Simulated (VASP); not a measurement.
# C in VASP: a series of runs, part 2 of 2

VASP 6.6.1. The steps go on from the part before.

**3. Single point, PBE+D3(BJ)**

INCAR reads:

```
ALGO     = Normal         # electronic algorithm
DIPOL    = 0.5 0.5 0.500
EDIFF    = 1E-7           # SCF threshold, eV
ENCUT    = 520            # plane-wave cutoff, eV
GGA      = PE             # functional
IDIPOL   = 3            
ISIF     = 2              # what is computed and relaxed
ISMEAR   = 0              # smearing method
IVDW     = 12             # dispersion correction
LASPH    = True           # aspherical terms in the spheres
LCHARG   = False          # write CHGCAR
LDIPOL   = True         
LREAL    = False          # projectors in reciprocal space
LWAVE    = False          # write WAVECAR
NBANDS   = 11             # bands
NELM     = 60             # most SCF steps
PREC     = Accurate       # precision mode
SIGMA    = 0.1            # smearing width, eV
```

KPOINTS reads:

```
k-points
0
Gamma
  21 21 1
```

POSCAR reads:

```
C
1.0
    2.4657005786      0.0000000000      0.0000000000
   -1.2328502893      2.1353593392      0.0000000000
    0.0000000000      0.0000000000     28.0000000000
C
2
Direct
    0.3333333333      0.6666666667      0.5000000000
    0.6666666667      0.3333333333      0.5000000000
```

Potentials or basis: VASP PAW PBE potentials, release 64 (C).

On the command line:

```bash
> cat potpaw_PBE.64/C/POTCAR > POTCAR
> mpirun -np 1 vasp_std > vasp.out
```

Run time: 2.3 min. Hardware: 1 thread of AMD EPYC 7R43 (Zen 3), shared host; peak memory 0.24 GiB.

The run converged. Its results:

```yaml
Free_energy: -18.6282 eV
Band_gap_on_the_k_mesh: zero (filled and empty bands touch)
Dispersion_energy_per_atom: -0.089 eV
```

Levels at points of the mesh, in eV from the Fermi level:
| k point | band 1 | band 2 | band 3 | band 4 | band 5 | band 6 | band 7 | band 8 | band 9 |
| --- | --- | --- | --- | --- | --- | --- | --- | --- | --- |
| (0.00, 0.00, 0.00) | -19.53 | -7.62 | -3.05 | -3.05 | 3.26 | 4.04 | 4.30 | 4.68 | 4.92 |

**4. Single point, PBE+D3(BJ)**

INCAR reads:

```
SYSTEM = C
PREC = Accurate
ENCUT = 520
EDIFF = 1E-7
ISMEAR = 0
SIGMA = 0.1
LREAL = .FALSE.
LASPH = .TRUE.
NELM = 80
ALGO = Normal
ISIF = 2
LWAVE = .FALSE.
LCHARG = .TRUE.
LDIPOL = .TRUE.
IDIPOL = 3
DIPOL = 0.5 0.5 0.500
GGA = PE
IVDW = 12
LELF = .TRUE.
LVHAR = .TRUE.
LVACPOTAV = .TRUE.
NBANDS = 11
```

KPOINTS reads:

```
regular mesh
0
G
  21 21 1
  0 0 0
```

POSCAR reads:

```
C
1.0
    2.4660402690      0.0000000000      0.0000000000
   -1.2330201345      2.1356535197      0.0000000000
    0.0000000000      0.0000000000     28.0000000000
C
2
Direct
    0.3333333333      0.6666666667      0.5000000376
    0.6666666667      0.3333333333      0.4999999624
```

Potentials or basis: VASP PAW PBE potentials, release 64 (C).

On the command line:

```bash
> cat potpaw_PBE.64/C/POTCAR > POTCAR
> mpirun -np 1 vasp_std > vasp.out
```

OUTCAR:

```text
SYSTEM = C
   PREC = Accurate
   ENCUT = 520
   EDIFF = 1E-7
   ISMEAR = 0
   LREAL = .FALSE.
   LASPH = .TRUE.
   NELM = 80
   ISIF = 2
   GGA = PE
   IVDW = 12
 IVDW          = 12

 ion  position               nearest neighbor table
   1  0.333  0.667  0.500-   2 1.42   2 1.42   2 1.42
   2  0.667  0.333  0.500-   1 1.42   1 1.42   1 1.42

  LATTYP: Found a hexagonal cell.
 ALAT       =     2.4660402690
 C/A-ratio  =    11.3542347025

  Lattice vectors:

 A1 = (   2.4660402690,   0.0000000000,   0.0000000000)
 A2 = (  -1.2330201345,   2.1356535197,   0.0000000000)
 A3 = (   0.0000000000,   0.0000000000,  28.0000000000)

Analysis of symmetry for initial positions (statically):
=====================================================================
 Subroutine PRICEL returns:
 Original cell was already a primitive cell.

 Routine SETGRP: Setting up the symmetry group for a
 hexagonal supercell.

 Subroutine GETGRP returns: Found 24 space group operations
 (whereof 24 operations were pure point group operations)
 out of a pool of 24 trial point group operations.

[... 180 lines left out ...]
      6       0.8652      0.00000
      7       1.1273      0.00000
      8       1.5101      0.00000
      9       1.7504      0.00000
     10       2.5214      0.00000
     11       2.8661      0.00000
[... 309 lines left out ...]
 k-point    24 :       0.1905    0.0952    0.0000
  band No.  band energies     occupation
      1     -21.2062      2.00000
      2     -10.3496      2.00000
      3      -9.0334      2.00000
      4      -8.6949      2.00000
      5       2.1266      0.00000
      6       2.9196      0.00000
      7       3.2195      0.00000
      8       3.5868      0.00000
      9       3.8332      0.00000
     10       4.1102      0.00000
     11       4.5977      0.00000

 [... further k-points ...]

------------------------ aborting loop because EDIFF is reached ----------------------------------------

 vacuum level on the upper side and lower side of the slab       (xc-potential included)        -0.068        -0.068

 Edisp (eV)   -0.17714

 E8    (eV) :    -0.0555

  FORCE on cell =-STRESS in cart. coord.  units (eV):
  Direction    XX          YY          ZZ          XY          YZ          ZX
  --------------------------------------------------------------------------------------
  -------------------------------------------------------------------------------------
  Total       0.05867     0.05867    -0.01065     0.00000    -0.00000    -0.00000
  in kB       0.63746     0.63746    -0.11574     0.00000    -0.00000    -0.00000
  external pressure =        0.39 kB  Pullay stress =        0.00 kB

 VOLUME and BASIS-vectors are now :
 -----------------------------------------------------------------------------
  energy-cutoff  :      520.00
  volume of cell :      147.47
      direct lattice vectors                 reciprocal lattice vectors
     2.466040269  0.000000000  0.000000000     0.405508382  0.234120374  0.000000000
    -1.233020135  2.135653520  0.000000000     0.000000000  0.468240747  0.000000000
     0.000000000  0.000000000 28.000000000     0.000000000  0.000000000  0.035714286

 POSITION                                       TOTAL-FORCE (eV/Angst)
 -----------------------------------------------------------------------------------
     -0.00000      1.42377     14.00000        -0.000000      0.000000      0.000000
      1.23302      0.71188     14.00000         0.000000      0.000000      0.000000
 -----------------------------------------------------------------------------------
    total drift:                                0.000000     -0.000000      0.000000

  FREE ENERGIE OF THE ION-ELECTRON SYSTEM (eV)
  ---------------------------------------------------
  free  energy   TOTEN  =       -18.6282144609 eV

  energy  without entropy=      -18.6277027243  energy(sigma->0) =      -18.62795859

 vacuum level on the upper side and lower side of the slab         1.073         1.073
```

OSZICAR:

```text
N       E                     dE             d eps       ncg     rms          rms(c)
DAV:   1     0.575977463515E+02    0.57598E+02   -0.31234E+03  1120   0.501E+02
DAV:   2    -0.137541267790E+02   -0.71352E+02   -0.57922E+02  1547   0.104E+02
DAV:   3    -0.196597599432E+02   -0.59056E+01   -0.58696E+01  1544   0.410E+01
[... 14 lines left out ...]
DAV:  18    -0.184510719482E+02   -0.28070E-05   -0.78318E-09  1310   0.401E-04    0.462E-04
DAV:  19    -0.184510751843E+02   -0.32360E-05   -0.31710E-08  1100   0.599E-04    0.140E-04
DAV:  20    -0.184510757512E+02   -0.56688E-06   -0.18007E-09  1274   0.175E-04    0.701E-05
DAV:  21    -0.184510758795E+02   -0.12829E-06   -0.10083E-09  1243   0.111E-04    0.154E-05
DAV:  22    -0.184510759216E+02   -0.42179E-07   -0.14006E-10  1214   0.437E-05
   1 F= -.18628214E+02 E0= -.18627959E+02  d E =-.511737E-03
```

It took 2.1 min on 1 thread of AMD EPYC 7R43 (Zen 3), shared host; peak memory 0.24 GiB.

What came out:

```yaml
Free_energy: -18.6282 eV
Band_gap_on_the_k_mesh: zero (filled and empty bands touch)
Dispersion_energy_per_atom: -0.089 eV
Work_function_of_the_upper_face: 4.25 eV
Work_function_of_the_lower_face: 4.25 eV
```

**5. Single point, PBE+D3(BJ)**

This run uses another cell than the first one, of 46.07 Å³/atom, 0.625 times its volume.

INCAR reads:

```
PREC     = Accurate       # precision mode
ENCUT    = 520            # plane-wave cutoff, eV
EDIFF    = 1E-6           # SCF threshold, eV
ISMEAR   = 0              # smearing method
SIGMA    = 0.1            # smearing width, eV
LREAL    = False          # projectors in reciprocal space
LASPH    = True           # aspherical terms in the spheres
NELM     = 120            # most SCF steps
ALGO     = Normal         # electronic algorithm
ISIF     = 2              # what is computed and relaxed
LWAVE    = False          # write WAVECAR
LCHARG   = False          # write CHGCAR
LDIPOL   = True         
IDIPOL   = 3            
DIPOL    = 0.5 0.5 0.257
GGA      = PE             # functional
IVDW     = 12             # dispersion correction
NBANDS   = 11             # bands
GGA_COMPAT= False        
NELMDL   = -8
```

KPOINTS reads:

```
Automatic mesh
0
Gamma
  15 15 1
```

POSCAR reads:

```
C
1.0
    2.4657005714      0.0000000000      0.0000000000
   -1.2328502857      2.1353593330      0.0000000000
    0.0000000000      0.0000000000     17.5000000000
C
2
Direct
    0.3333333333      0.6666666667      0.2571428571
    0.6666666667      0.3333333333      0.2571428571
```

On the command line:

```bash
> cat potpaw_PBE.64/C/POTCAR > POTCAR
> mpirun -np 1 vasp_std > vasp.out
```

Run time: 28 s. Hardware: 1 thread of Intel Xeon Platinum 8559C (Emerald Rapids), shared host; peak memory 0.2 GiB.

Results (log left out):

```yaml
Free_energy: -18.6263 eV
Band_gap_on_the_k_mesh: zero (filled and empty bands touch)
Dispersion_energy_per_atom: -0.089 eV
```

Levels at points of the mesh, in eV from the Fermi level:
```tsv
k point	band 2	band 3	band 4	band 5	band 6	band 7
(0.00, 0.00, 0.00)	-7.62	-3.05	-3.05	3.26	4.09	4.51
```
